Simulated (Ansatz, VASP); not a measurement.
**TiCo in VASP and in Ansatz**

```
Co Ti
1.0
     2.98611    0.00000    0.00000
     0.00000    2.98611    0.00000
     0.00000    0.00000    2.98611
Co Ti
1 1
Direct
  0.50000 0.50000 0.50000
  0.00000 0.00000 0.00000
```

Alike in both runs: task single point; functional PBE; k mesh 9 × 9 × 9; occupations gaussian, width 0.018 eV; collinear spin.

|  | VASP | Ansatz |
| --- | --- | --- |
| version | VASP 6.6.1 | Ansatz 0.2.0 |
| potentials or method | VASP PAW PBE potentials, release 64 (Co, Ti_sv), cutoff 520 eV | all-electron LAPW, scalar-relativistic |

|  | VASP | Ansatz | Ansatz less VASP |
| --- | --- | --- | --- |
| gap on the k mesh at the Fermi level (eV) | none | none | - |
| pressure (GPa) | -0.8 | -0.5 | +0.25 |
| net moment per atom (μB) | 0.42 | 0.42 | -0.001 |
| size of the moment on the site where the two differ most (μB) | 0.92 | 0.95 | +0.029 |

Site moments also hang on the region over which each program counts them. A gap of «none» marks a metal or a gap that the smearing closes. Ansatz ran all-electron here, and VASP with PAW potentials.
